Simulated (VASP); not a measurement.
Input of a VASP 6.6.1 run:

File INCAR:

```
PREC = Accurate ; ENCUT = 520
EDIFF = 1E-6 ; ISMEAR = 0
SIGMA = 0.2 ; LREAL = False
LASPH = True ; NELM = 100
ALGO = Normal ; ISIF = 2
LWAVE = False ; LCHARG = False
GGA = PE ; NBANDS = 39
```

The input KPOINTS:

```
Automatic mesh
0
Gamma
  4 4 4
```

File POSCAR:

```
Zr2TiS4
1.0
    0.0000461659     -0.0002398649      5.0855355269
    5.1088203107     -0.0001292759      0.0000675543
   -0.0001264779      5.1087366278     -0.0003150017
Zr Ti S
2 1 4
Direct
    0.5003993929      0.9999592320      0.4999964583
    0.5004104074      0.5000448149      0.0000513645
    0.9991857225      0.5000359388      0.4999572843
    0.4995185306      0.4999766313      0.5000365254
    0.5000879346      0.0000302620      0.0000071235
    0.0001865373     -0.0000222467      0.4999775697
    1.0002114746      0.4999753677     -0.0000263256
```

Potentials or basis: VASP PAW PBE potentials, release 64 (Zr_sv, Ti_sv, S).

The run is started by

```bash
$ cat potpaw_PBE.64/Zr_sv/POTCAR potpaw_PBE.64/Ti_sv/POTCAR potpaw_PBE.64/S/POTCAR > POTCAR
$ mpirun -np 1 vasp_std > vasp.out
```

Problem. Estimate the pressure.

Solution. 0.0 GPa.

Problem. Estimate the band gap on the k mesh.

Solution. Zero (band 30 reaches 9.06 eV, above the bottom of band 31 at 6.49 eV).

Forces on the atoms (eV/Å):
```
Zr   0.000  0.000 -0.002
Zr   0.000  0.000 -0.001
Ti  -0.001  0.000  0.002
S    0.000  0.000  0.001
S    0.000  0.000  0.000
S    0.001  0.000  0.000
S    0.000  0.000 -0.001
```
